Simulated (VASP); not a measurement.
A run of VASP 6.6.1 is set up as follows.

File INCAR:

```
SYSTEM = Cu3Sn
PREC     = Accurate       ! precision mode
ENCUT    = 520            ! plane-wave cutoff, eV
EDIFF    = 1E-6           ! SCF threshold, eV
ISMEAR   = 0              ! smearing method
SIGMA    = 0.1            ! smearing width, eV
LREAL    = .FALSE.        ! projectors in reciprocal space
LASPH    = .TRUE.         ! aspherical terms in the spheres
NELM     = 60             ! most SCF steps
ALGO     = Fast           ! electronic algorithm
ISIF     = 2              ! what is computed and relaxed
LWAVE    = .FALSE.        ! write WAVECAR
LCHARG   = .FALSE.        ! write CHGCAR
GGA      = CA             ! functional
NBANDS   = 32             ! bands
```

The input KPOINTS:

```
Automatic mesh
0
G
  12 12 12
  0 0 0
```

File POSCAR:

```
Cu3Sn
1.0
    0.0000000000      2.9902072071      2.9902072071
    2.9902072071      0.0000000000      2.9902072071
    2.9902072071      2.9902072071      0.0000000000
Cu Sn
3 1
Direct
    0.5000000000      0.5000000000      0.5000000000
    0.7500000000      0.7500000000      0.7500000000
    0.2500000000      0.2500000000      0.2500000000
    0.0000000000      0.0000000000      0.0000000000
```

Potentials or basis: VASP PAW LDA potentials, release 64 (Cu, Sn_d).

Launch:

```bash
$ cat potpaw_LDA.64/Cu/POTCAR potpaw_LDA.64/Sn_d/POTCAR > POTCAR
$ mpirun -np 1 vasp_std > vasp.out
```

(1) Predict the pressure.

Answers

(1) 0.3 GPa.
